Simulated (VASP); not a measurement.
# Cu (I4/mmm) in VASP: further runs, part 2 of 2

VASP 6.6.1. Earlier steps stand in the parts before.

**4. Single point, LDA (10.93 Å³/atom)**

This run uses another cell than the first one, of 10.93 Å³/atom.

Input file INCAR:

```
PREC = Accurate
ENCUT = 520
EDIFF = 1E-6
ISMEAR = 0
SIGMA = 0.15
LREAL = F
LASPH = T
NELM = 100
ALGO = Normal
ISIF = 2
LWAVE = F
LCHARG = F
GGA = CA
NBANDS = 12
```

Input file KPOINTS:

```
regular mesh
0
Gamma
  24 24 24
```

Input file POSCAR:

```
Cu
1.0
   -1.3711745999      1.3711745999      1.4533079585
    1.3711745999     -1.3711745999      1.4533079585
    1.3711745999      1.3711745999     -1.4533079585
Cu
1
Direct
    0.0000000000      0.0000000000      0.0000000000
```

Potentials or basis: VASP PAW LDA potentials, release 64 (Cu).

Started as:

```console
> cat potpaw_LDA.64/Cu/POTCAR > POTCAR
> mpirun -np 1 vasp_std > vasp.out
```

OUTCAR:

```text
PREC = Accurate
   ENCUT = 520
   EDIFF = 1E-6
   ISMEAR = 0
   LREAL = F
   LASPH = T
   NELM = 100
   ISIF = 2
   GGA = CA

 ion  position               nearest neighbor table
   1  0.000  0.000  0.000-

  LATTYP: Found a body centered tetragonal cell.
 ALAT       =     2.7423491998
 C/A-ratio  =     1.0599000000

  Lattice vectors:

 A1 = (  -1.3711745999,   1.3711745999,   1.4533079585)
 A2 = (   1.3711745999,  -1.3711745999,   1.4533079585)
 A3 = (   1.3711745999,   1.3711745999,  -1.4533079585)

Analysis of symmetry for initial positions (statically):
=====================================================================
 Subroutine PRICEL returns:
 Original cell was already a primitive cell.

 Routine SETGRP: Setting up the symmetry group for a
 body centered tetragonal supercell.

 Subroutine GETGRP returns: Found 16 space group operations
 (whereof 16 operations were pure point group operations)
 out of a pool of 16 trial point group operations.

The static configuration has the point symmetry D_4h.

Analysis of symmetry for dynamics (positions and initial velocities):
=====================================================================
 Subroutine PRICEL returns:
 Original cell was already a primitive cell.

 Routine SETGRP: Setting up the symmetry group for a
 body centered tetragonal supercell.

 Subroutine GETGRP returns: Found 16 space group operations
 (whereof 16 operations were pure point group operations)
 out of a pool of 16 trial point group operations.

The dynamic configuration has the point symmetry D_4h.

 Subroutine INISYM returns: Found 16 space group operations
 (whereof 16 operations are pure point group operations),
 and found     1 'primitive' translations

----------------------------------------------------------------------------------------

                                     Primitive cell

  volume of cell :      10.9296

  direct lattice vectors                    reciprocal lattice vectors
    -1.371174600  1.371174600  1.453307958     0.000000000  0.364650862  0.344042704
     1.371174600 -1.371174600  1.453307958     0.364650862  0.000000000  0.344042704
     1.371174600  1.371174600 -1.453307958     0.364650862  0.364650862  0.000000000

  length of vectors
     2.423291891  2.423291891  2.423291891     0.501333854  0.501333854  0.515694195

  position of ions in fractional coordinates (direct lattice)
     0.000000000  0.000000000  0.000000000

  ion indices of the primitive-cell ions
   primitive index   ion index
                 1           1

----------------------------------------------------------------------------------------

 KPOINTS: regular mesh

Automatic generation of k-mesh.
 Grid dimensions read from file:
 generate k-points for:   24   24   24

 Generating k-lattice:

  Cartesian coordinates                     Fractional coordinates (reciprocal lattice)
     0.000000000  0.015193786  0.014335113     0.041666667  0.000000000  0.000000000
     0.015193786  0.000000000  0.014335113     0.000000000  0.041666667  0.000000000
     0.015193786  0.015193786  0.000000000     0.000000000  0.000000000  0.041666667

  Length of vectors
     0.020888911  0.020888911  0.021487258

  Shift w.r.t. Gamma in fractional coordinates (k-lattice)
     0.000000000  0.000000000  0.000000000

 Subroutine IBZKPT returns following result:
 ===========================================

 Found   1063 irreducible k-points:

 Following reciprocal coordinates:
            Coordinates               Weight
  0.000000  0.000000  0.000000      1.000000
  0.041667 -0.000000  0.000000      8.000000
  0.083333  0.000000  0.000000      8.000000
  0.125000 -0.000000  0.000000      8.000000
  0.166667  0.000000  0.000000      8.000000
  0.208333  0.000000  0.000000      8.000000
[... 16 lines left out ...]
  0.416667  0.041667  0.000000     16.000000
  0.458333  0.041667  0.000000     16.000000
 [... further k-points ...]
   k-points           NKPTS =   1063   k-points in BZ     NKDIM =   1063   number of bands    NBANDS=     12
   number of dos      NEDOS =    301   number of ions     NIONS =      1
   total plane-waves  NPLWV =   5832
   dimension x,y,z NGX =    18 NGY =   18 NGZ =   18
   dimension x,y,z NGXF=    36 NGYF=   36 NGZF=   36
   ions per type =               1
   NGX,Y,Z   is equivalent  to a cutoff of  12.35, 12.35, 12.35 a.u.
   NGXF,Y,Z  is equivalent  to a cutoff of  24.70, 24.70, 24.70 a.u.
 SYSTEM =  unknown system
   PREC   = accura    normal or accurate (medium, high low for compatibility)
   ISTART =      0    job   : 0-new  1-cont  2-samecut
   ICHARG =      2    charge: 1-file 2-atom 10-const
   ISPIN  =      1    spin polarized calculation?
   LNONCOLLINEAR =      F non collinear calculations
   LSORBIT =      F    spin-orbit coupling
   LASPH  =      T    aspherical Exc in radial PAW
   ENCUT  =  520.0 eV  38.22 Ry    6.18 a.u.   4.51  4.51  4.51*2*pi/ulx,y,z
   NELM   =    100;   NELMIN=  2; NELMDL= -5     # of ELM steps
   EDIFF  = 0.1E-05   stopping-criterion for ELM
   LREAL  =      F    real-space projection
   EDIFFG = 0.1E-04   stopping-criterion for IOM
   NSW    =      0    number of steps for IOM
   IBRION =     -1    ionic relax: 0-MD 1-quasi-New 2-CG
   NFREE  =      0    steps in history (QN), initial steepest desc. (CG)
   ISIF   =      2    stress and relaxation
   ISYM   =      2    0-nonsym 1-usesym 2-fastsym
   POTIM  = 0.5000    time-step for ionic-motion
   TEBEG  =    0.0;   TEEND  =   0.0 temperature during run
   PSTRESS=    0.0 pullay stress
   NELECT =      11.0000    total number of electrons
   NUPDOWN=      -1.0000    fix difference up-down
   EMIN   =  10.00;   EMAX   =-10.00  energy-range for DOS
   EFERMI =   0.00;   METHOD = LEGACY
   ISMEAR =     0;   SIGMA  =   0.15  broadening in eV -4-tet -1-fermi 0-gaus
   EFERMI_NEDOS =   21; number of points for ismear=-14 and -15
   IALGO  =     38    algorithm
   IMIX   =      4    mixing-type and parameters
     AMIX     =   0.40;   BMIX     =  1.00
     AMIX_MAG =   1.60;   BMIX_MAG =  1.00
  volume/ion in A,a.u.               =      10.93        73.76
  Fermi-wavevector in a.u.,A,eV,Ry     =   1.640607  3.100298 36.621342  2.691593
  Thomas-Fermi vector in A             =   2.731217
   LORBIT       =      0    0 simple, 1 ext, 2 COOP (PROOUT), +10 PAW based schemes
   GGA     = CA    functional components
   LHFCALC =     F    Hartree Fock is set to
   AEXX    =    0.0000 exact exchange contribution
   IVDW    =     0    specifies the selected vdW correction
   LEPSILON=     F    determine dielectric tensor
   LRPA    =     F    only Hartree local field effects (RPA)
 non-spin polarized calculation
 Gauss-broadening in eV      SIGMA  =   0.15
  energy-cutoff  :      520.00
  volume of cell :       10.93
 maximum number of plane-waves:       313
 NGX is ok and might be reduce to    18
   NGX =  9   NGY =  9   NGZ =  9

 number of electron      11.0000003 magnetization

 Free energy of the ion-electron system (eV)
  ---------------------------------------------------
  ext. energy  EPLUGINS =         0.00000000
  ---------------------------------------------------
  free energy    TOTEN  =        -4.67024632 eV

  energy without entropy =       -4.66618593  energy(sigma->0) =       -4.66821613

 E-fermi :   8.3675     XC(G=0): -13.5633

 val. band max:        8.3665220354   @ k =   0.2500   0.1250   0.1250
 cond. band min:       8.3707844814   @ k =   0.5000   0.3333   0.0833
 fundamental gap:      0.0042624460
 Fermi energy:         8.3675336380

 k-point     1 :       0.0000    0.0000    0.0000
  band No.  band energies     occupation
      1      -1.5972      2.00000
      2       4.8729      2.00000
      3       4.8729      2.00000
      4       5.1124      2.00000
      5       5.9547      2.00000
      6       6.2039      2.00000
      7      33.4171      0.00000
      8      34.5198      0.00000
      9      34.5198      0.00000
     10      37.4418      0.00000
     11      38.0741      0.00000
     12      38.9181      0.00000
[... 331 lines left out ...]
 k-point    24 :       0.4583    0.0417    0.0000
  band No.  band energies     occupation
      1       2.8338      2.00000
      2       4.2583      2.00000
      3       5.8961      2.00000
      4       6.1547      2.00000
      5       6.6706      2.00000
      6       7.6902      2.00000
      7      13.0716      0.00000
      8      26.3778      0.00000
      9      27.2254      0.00000
     10      31.7579      0.00000
     11      34.9211      0.00000
     12      41.6486      0.00000

 [... further k-points ...]

------------------------ aborting loop because EDIFF is reached ----------------------------------------

  FORCE on cell =-STRESS in cart. coord.  units (eV):
  Direction    XX          YY          ZZ          XY          YZ          ZX
  --------------------------------------------------------------------------------------
  -------------------------------------------------------------------------------------
  Total        0.0303801      0.0303801      0.1085078      0.0000000      0.0000000      0.0000000
  in kB        4.4534533      4.4534533     15.9062677      0.0000000      0.0000000      0.0000000
  external PRESSURE =       8.2710581 kB  Pullay stress =       0.0000000 kB

 VOLUME and BASIS-vectors are now :
 -----------------------------------------------------------------------------
  energy-cutoff  :      520.00
  volume of cell :       10.93
      direct lattice vectors                 reciprocal lattice vectors
    -1.371174600  1.371174600  1.453307958     0.000000000  0.364650862  0.344042704
     1.371174600 -1.371174600  1.453307958     0.364650862  0.000000000  0.344042704
     1.371174600  1.371174600 -1.453307958     0.364650862  0.364650862  0.000000000

 POSITION                                       TOTAL-FORCE (eV/Angst)
 -----------------------------------------------------------------------------------
      0.00000      0.00000      0.00000        -0.000000     -0.000000      0.000000
 -----------------------------------------------------------------------------------
    total drift:                                0.000000      0.000000      0.000000

  FREE ENERGIE OF THE ION-ELECTRON SYSTEM (eV)
  ---------------------------------------------------
  free  energy   TOTEN  =        -4.6702463172 eV

  energy  without entropy=       -4.6661859330  energy(sigma->0) =       -4.66821613
```

Wall time 92 s (1 thread of Intel Xeon 8259CL, shared host); peak memory 0.24 GiB.

What came out:

```yaml
Free_energy: -4.6702 eV
Pressure: 0.8 GPa
Band_gap_on_the_k_mesh: zero (an odd number of electrons rules out a gap without spin polarisation)
```

Stress tensor (GPa, compression positive):
```
0.45 0.00 0.00
0.00 0.45 0.00
0.00 0.00 1.59
```

**5. Overview**

| cell | gap on the mesh (eV) | pressure (GPa) |
| --- | --- | --- |
| a = 2.406 Å, angles 108.6, 108.6, 111.2°, 1 atom | none | 4.8 |
| a = 2.421 Å, angles 109.4, 109.4, 109.6°, 1 atom | none | 0.8 |
| a = 2.423 Å, angles 111.1, 111.1, 106.3°, 1 atom | none | 0.8 |

Alike in all rows: task single point; level LDA; potentials or basis VASP PAW LDA potentials, release 64 (Cu); no spin polarisation; k mesh 24 × 24 × 24; cutoff (eV) 520; smearing gaussian 0.15 eV.

Caveats: the cell stands under pressure (at least some runs).

Total energies depend on the potentials used, so only differences within one code and one set of settings carry meaning.
